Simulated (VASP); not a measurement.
# Cd2P2F (P1) in VASP: single point with r2SCAN

Aim: the single point of Cd2P2F with r2SCAN.

Everything below comes from runs of VASP 6.6.1. Logs are shortened: lines on timing, memory, paths and dates and some standing lists are left out, and cuts for length are marked.

## 1. The cell of the first run

The typed cell holds 5 atoms: a = 4.148 Å, b = 4.072 Å, c = 6.480 Å, α = 87.68°, β = 90.57°, γ = 61.62°.

## 2. Single point, r2SCAN

Contents of POSCAR:

```
Cd2P2F
1.0
    2.1426366900      3.5512797400     -0.0190131100
   -2.0666845600      3.5074290200      0.0809381100
   -0.1643105300      0.0587735300      6.4780105600
Cd F P
2 1 2
Direct
    0.3321830000      0.3173030000      0.6374200000
    0.6676130000      0.6119410000      0.3536060000
    0.9999000000      0.9841350000      0.9985970000
    0.3235190000      0.3476130000      0.2529330000
    0.6874860000      0.6588150000      0.7725830000
```

Contents of INCAR.step1:

```
SYSTEM = Cd2P2F
PREC = Accurate
ENCUT = 520
ISMEAR = -1
SIGMA = 0.1
LREAL = .FALSE.
LASPH = .TRUE.
NELM = 100
NBANDS = 28
GGA = PE
ALGO = Normal
EDIFF = 1E-4
LWAVE = .TRUE.
LCHARG = .FALSE.
```

Contents of INCAR.step2:

```
SYSTEM = Cd2P2F
PREC = Accurate
ENCUT = 520
EDIFF = 1E-7
ISMEAR = -1
SIGMA = 0.1
LREAL = .FALSE.
LASPH = .TRUE.
NELM = 100
ALGO = Normal
ISIF = 2
LWAVE = .FALSE.
LCHARG = .FALSE.
METAGGA = R2SCAN
LMIXTAU = .TRUE.
NBANDS = 28
ISTART = 1
```

Contents of KPOINTS:

```
Automatic mesh
0
Gamma
  5 5 3
  0.5 0.5 0.5
```

Potentials or basis: VASP PAW PBE potentials, release 64 (Cd, F, P).

On the command line:

```bash
$ cat potpaw_PBE.64/Cd/POTCAR potpaw_PBE.64/F/POTCAR potpaw_PBE.64/P/POTCAR > POTCAR
$ cp INCAR.step1 INCAR
$ mpirun -np 1 vasp_std > vasp.out
$ cp INCAR.step2 INCAR
$ mpirun -np 1 vasp_std > vasp.out
```

OUTCAR:

```text
SYSTEM = Cd2P2F
   PREC = Accurate
   ENCUT = 520
   EDIFF = 1E-7
   ISMEAR = -1
   LREAL = .FALSE.
   LASPH = .TRUE.
   NELM = 100
   ISIF = 2
   METAGGA = R2SCAN
   ISTART = 1

 ion  position               nearest neighbor table
   1  0.332  0.317  0.637-   5 2.48   4 2.49   5 2.54   5 2.63   2 2.87   2 3.00   2 3.20
   2  0.668  0.612  0.354-   4 2.26   4 2.51   4 2.68   5 2.73   1 2.87   1 3.00   1 3.20
   3  1.000  0.984  0.999-
   4  0.324  0.348  0.253-   2 2.26   1 2.49   2 2.51   2 2.68
   5  0.687  0.659  0.773-   1 2.48   1 2.54   1 2.63   2 2.73

  LATTYP: Found a triclinic cell.
 ALAT       =     4.0718293651
 B/A-ratio  =     2.5049454225
 C/A-ratio  =     4.1901782213
 COS(alpha) =     0.0045278275
 COS(beta)  =     0.6236419608
 COS(gamma) =     0.7726560378

  Lattice vectors:

 A1 = (   2.0666845600,  -3.5074290200,  -0.0809381100)
 A2 = (   3.9690585900,  -6.9560845100,   6.3161343400)
 A3 = (   2.3193534900, -10.6836848400, -13.0988842300)

Analysis of symmetry for initial positions (statically):
=====================================================================
 Subroutine PRICEL returns:
 Original cell was already a primitive cell.

 Routine SETGRP: Setting up the symmetry group for a
 triclinic supercell.

 Subroutine GETGRP returns: Found  1 space group operations
 (whereof  1 operations were pure point group operations)
 out of a pool of  2 trial point group operations.

The static configuration has the point symmetry C_1 .

Analysis of symmetry for dynamics (positions and initial velocities):
=====================================================================
 Subroutine PRICEL returns:
 Original cell was already a primitive cell.

 Routine SETGRP: Setting up the symmetry group for a
 triclinic supercell.

 Subroutine GETGRP returns: Found  1 space group operations
 (whereof  1 operations were pure point group operations)
 out of a pool of  2 trial point group operations.

The dynamic configuration has the point symmetry C_1 .

 Subroutine INISYM returns: Found  1 space group operations
 (whereof  1 operations are pure point group operations),
 and found     1 'primitive' translations

----------------------------------------------------------------------------------------

                                     Primitive cell

  volume of cell :      96.1617

  direct lattice vectors                    reciprocal lattice vectors
     2.142636690  3.551279740 -0.019013110     0.236231378  0.139085611  0.004729963
    -2.066684560  3.507429020  0.080938110    -0.239246508  0.144307999 -0.007377606
    -0.164310530  0.058773530  6.478010560     0.003682559 -0.001394806  0.154474441

  length of vectors
     4.147630803  4.071829365  6.480360568     0.274175936  0.279496189  0.154524625

  position of ions in fractional coordinates (direct lattice)
     0.332183000  0.317303000  0.637420000
     0.667613000  0.611941000  0.353606000
     0.999900000  0.984135000  0.998597000
     0.323519000  0.347613000  0.252933000
     0.687486000  0.658815000  0.772583000

  ion indices of the primitive-cell ions
   primitive index   ion index
                 1           1
                 2           2
                 3           3
                 4           4
                 5           5

----------------------------------------------------------------------------------------

 KPOINTS: Automatic mesh

Automatic generation of k-mesh.
 Grid dimensions read from file:
 generate k-points for:    5    5    3

 Generating k-lattice:

  Cartesian coordinates                     Fractional coordinates (reciprocal lattice)
     0.047246276  0.027817122  0.000945993     0.200000000  0.000000000  0.000000000
    -0.047849302  0.028861600 -0.001475521    -0.000000000  0.200000000  0.000000000
     0.001227520 -0.000464935  0.051491480    -0.000000000  0.000000000  0.333333333

  Length of vectors
     0.054835187  0.055899238  0.051508208

  Shift w.r.t. Gamma in fractional coordinates (k-lattice)
     0.500000000  0.500000000  0.500000000

 Subroutine IBZKPT returns following result:
 ===========================================

 Found     38 irreducible k-points:

 Following reciprocal coordinates:
            Coordinates               Weight
  0.100000  0.100000  0.166667      2.000000
  0.300000  0.100000  0.166667      2.000000
  0.500000  0.100000  0.166667      2.000000
 -0.300000  0.100000  0.166667      2.000000
 -0.100000  0.100000  0.166667      2.000000
  0.100000  0.300000  0.166667      2.000000
[... 16 lines left out ...]
  0.500000 -0.100000  0.166667      2.000000
 -0.300000 -0.100000  0.166667      2.000000
 [... further k-points ...]
   k-points           NKPTS =     38   k-points in BZ     NKDIM =     38   number of bands    NBANDS=     28
   number of dos      NEDOS =    301   number of ions     NIONS =      5
   total plane-waves  NPLWV =  46080
   dimension x,y,z NGX =    32 NGY =   30 NGZ =   48
   dimension x,y,z NGXF=    64 NGYF=   60 NGZF=   96
   ions per type =               2   1   2
   NGX,Y,Z   is equivalent  to a cutoff of  12.83, 12.25, 12.31 a.u.
   NGXF,Y,Z  is equivalent  to a cutoff of  25.65, 24.50, 24.63 a.u.
 SYSTEM =  Cd2P2F
   PREC   = accura    normal or accurate (medium, high low for compatibility)
   ISTART =      1    job   : 0-new  1-cont  2-samecut
   ICHARG =      0    charge: 1-file 2-atom 10-const
   ISPIN  =      1    spin polarized calculation?
   LNONCOLLINEAR =      F non collinear calculations
   LSORBIT =      F    spin-orbit coupling
   LASPH  =      T    aspherical Exc in radial PAW
   ENCUT  =  520.0 eV  38.22 Ry    6.18 a.u.   7.71  7.57 12.05*2*pi/ulx,y,z
   NELM   =    100;   NELMIN=  2; NELMDL=  0     # of ELM steps
   EDIFF  = 0.1E-06   stopping-criterion for ELM
   LREAL  =      F    real-space projection
   EDIFFG = 0.1E-05   stopping-criterion for IOM
   NSW    =      0    number of steps for IOM
   IBRION =     -1    ionic relax: 0-MD 1-quasi-New 2-CG
   NFREE  =      0    steps in history (QN), initial steepest desc. (CG)
   ISIF   =      2    stress and relaxation
   ISYM   =      2    0-nonsym 1-usesym 2-fastsym
   POTIM  = 0.5000    time-step for ionic-motion
   TEBEG  =    0.0;   TEEND  =   0.0 temperature during run
   PSTRESS=    0.0 pullay stress
   NELECT =      41.0000    total number of electrons
   NUPDOWN=      -1.0000    fix difference up-down
   EMIN   =  10.00;   EMAX   =-10.00  energy-range for DOS
   EFERMI =   0.00;   METHOD = LEGACY
   ISMEAR =    -1;   SIGMA  =   0.10  broadening in eV -4-tet -1-fermi 0-gaus
   EFERMI_NEDOS =   21; number of points for ismear=-14 and -15
   IALGO  =     38    algorithm
   IMIX   =      4    mixing-type and parameters
     AMIX     =   0.40;   BMIX     =  1.00
     AMIX_MAG =   1.60;   BMIX_MAG =  1.00
  volume/ion in A,a.u.               =      19.23       129.79
  Fermi-wavevector in a.u.,A,eV,Ry     =   1.232165  2.328454 20.656772  1.518230
  Thomas-Fermi vector in A             =   2.366946
   LORBIT       =      0    0 simple, 1 ext, 2 COOP (PROOUT), +10 PAW based schemes
   METAGGA = R2SCAN    functional components
   LHFCALC =     F    Hartree Fock is set to
   AEXX    =    0.0000 exact exchange contribution
   IVDW    =     0    specifies the selected vdW correction
   LEPSILON=     F    determine dielectric tensor
   LRPA    =     F    only Hartree local field effects (RPA)
 non-spin polarized calculation
  energy-cutoff  :      520.00
  volume of cell :       96.16
 maximum number of plane-waves:      2605
   NGX = 15   NGY = 15   NGZ = 25

 number of electron      40.9999992 magnetization

 Free energy of the ion-electron system (eV)
  ---------------------------------------------------
  ext. energy  EPLUGINS =         0.00000000
  ---------------------------------------------------
  free energy    TOTEN  =       -60.21418856 eV

  energy without entropy =      -60.08323998  energy(sigma->0) =      -60.14871427

 E-fermi :   2.3765     XC(G=0): -10.6219

 val. band max:        2.3678752630   @ k =   0.3000  -0.3000   0.1667
 cond. band min:       2.3881232986   @ k =  -0.3000   0.3000   0.5000
 fundamental gap:      0.0202480357
 Fermi energy:         2.3764902523

 k-point     1 :       0.1000    0.1000    0.1667
  band No.  band energies     occupation
      1     -19.7432      2.00000
      2      -9.5798      2.00000
      3      -8.8629      2.00000
      4      -7.0617      2.00000
      5      -6.9546      2.00000
      6      -6.9161      2.00000
[... 20 lines left out ...]
     27       9.2029      0.00000
     28       9.2936      0.00000

 k-point     2 :       0.3000    0.1000    0.1667
  band No.  band energies     occupation
      1     -19.7324      2.00000
      2      -9.3349      2.00000
      3      -8.7381      2.00000
      4      -7.0137      2.00000
      5      -6.9062      2.00000
      6      -6.7633      2.00000
[... 20 lines left out ...]
     27       9.8156      0.00000
     28      10.5312      0.00000

 k-point     3 :       0.5000    0.1000    0.1667
  band No.  band energies     occupation
      1     -19.7218      2.00000
      2      -9.1520      2.00000
      3      -8.6273      2.00000
      4      -6.8753      2.00000
      5      -6.8215      2.00000
      6      -6.6070      2.00000
[... 20 lines left out ...]
     27       9.9958      0.00000
     28      11.8390      0.00000

 k-point     4 :      -0.3000    0.1000    0.1667
  band No.  band energies     occupation
      1     -19.7259      2.00000
      2      -9.2668      2.00000
      3      -8.6627      2.00000
      4      -6.9660      2.00000
      5      -6.8917      2.00000
      6      -6.6407      2.00000
[... 20 lines left out ...]
     27       9.9027      0.00000
     28      10.6909      0.00000

 k-point     5 :      -0.1000    0.1000    0.1667
  band No.  band energies     occupation
      1     -19.7392      2.00000
      2      -9.5326      2.00000
      3      -8.8086      2.00000
      4      -7.0575      2.00000
      5      -6.9388      2.00000
      6      -6.8331      2.00000
[... 20 lines left out ...]
     27       9.3133      0.00000
     28       9.7281      0.00000

 k-point     6 :       0.1000    0.3000    0.1667
  band No.  band energies     occupation
      1     -19.7297      2.00000
      2      -9.4362      2.00000
      3      -8.7435      2.00000
      4      -6.9445      2.00000
      5      -6.9094      2.00000
      6      -6.7738      2.00000
[... 463 lines left out ...]
      5      -6.9408      2.00000
      6      -6.8332      2.00000
[... 20 lines left out ...]
     27       9.4281      0.00000
     28       9.6947      0.00000

 k-point    22 :       0.3000   -0.1000    0.1667
  band No.  band energies     occupation
      1     -19.7260      2.00000
      2      -9.2693      2.00000
      3      -8.6610      2.00000
      4      -6.9638      2.00000
      5      -6.8887      2.00000
      6      -6.6331      2.00000
[... 20 lines left out ...]
     27      10.1391      0.00000
     28      10.7301      0.00000

 k-point    23 :       0.5000   -0.1000    0.1667
  band No.  band energies     occupation
      1     -19.7218      2.00000
      2      -9.1492      2.00000
      3      -8.6298      2.00000
      4      -6.8733      2.00000
      5      -6.8245      2.00000
      6      -6.6117      2.00000
[... 20 lines left out ...]
     27       9.9614      0.00000
     28      11.9922      0.00000

 k-point    24 :      -0.3000   -0.1000    0.1667
  band No.  band energies     occupation
      1     -19.7324      2.00000
      2      -9.3307      2.00000
      3      -8.7415      2.00000
      4      -7.0127      2.00000
      5      -6.9050      2.00000
      6      -6.7643      2.00000
[... 20 lines left out ...]
     27       9.3761      0.00000
     28      10.4065      0.00000

 [... further k-points ...]

------------------------ aborting loop because EDIFF is reached ----------------------------------------

  FORCE on cell =-STRESS in cart. coord.  units (eV):
  Direction    XX          YY          ZZ          XY          YZ          ZX
  --------------------------------------------------------------------------------------
  -------------------------------------------------------------------------------------
  Total        1.9921760      6.8925308      2.9615211      1.2018101      0.8053170     -0.6190363
  in kB       33.1922173    114.8384371     49.3427538     20.0237028     13.4176180    -10.3139411
  external PRESSURE =      65.7911361 kB  Pullay stress =       0.0000000 kB

 VOLUME and BASIS-vectors are now :
 -----------------------------------------------------------------------------
  energy-cutoff  :      520.00
  volume of cell :       96.16
      direct lattice vectors                 reciprocal lattice vectors
     2.142636690  3.551279740 -0.019013110     0.236231378  0.139085611  0.004729963
    -2.066684560  3.507429020  0.080938110    -0.239246508  0.144307999 -0.007377606
    -0.164310530  0.058773530  6.478010560     0.003682559 -0.001394806  0.154474441

 POSITION                                       TOTAL-FORCE (eV/Angst)
 -----------------------------------------------------------------------------------
     -0.04875      2.33006      4.14858        -0.244166     -0.017467      1.419790
      0.10766      4.53800      2.32750        -0.208670      2.550052     -0.174923
     -0.05555      7.06140      6.52956         0.037386     -0.226732     -0.040555
     -0.06678      2.38300      1.66049         0.029497     -2.193132     -1.439956
     -0.01547      4.79761      5.04505         0.385953     -0.112721      0.235644
 -----------------------------------------------------------------------------------
    total drift:                                0.000105      0.000531      0.000886

  FREE ENERGIE OF THE ION-ELECTRON SYSTEM (eV)
  ---------------------------------------------------
  free  energy   TOTEN  =       -60.2141885583 eV

  energy  without entropy=      -60.0832399798  energy(sigma->0) =      -60.14871427
```

Wall time 5.2 min (1 thread of Intel Xeon Platinum 8259CL at 2.50GHz (Skylake/Cascade Lake), shared host); peak memory 0.27 GiB.

What came out:

* Free energy: -60.2142 eV
* Pressure: 6.6 GPa
* Largest force: 2.624 eV/Å
* Band gap on the k mesh: zero (an odd number of electrons rules out a gap without spin polarisation)

Forces in eV/Å, atoms in the order of the input:
```
Cd  -0.244 -0.017  1.420
Cd  -0.209  2.550 -0.175
F    0.037 -0.227 -0.041
P    0.029 -2.193 -1.440
P    0.386 -0.113  0.236
```

Stress tensor (GPa, compression positive):
```
 3.32  2.00 -1.03
 2.00 11.48  1.34
-1.03  1.34  4.93
```

Caveat: the cell stands under pressure; the PAW data sets were made with another functional, which shifts forces and pressure a little; an odd number of electrons without spin polarisation forces a metal; a magnetic or distorted state may lie lower.
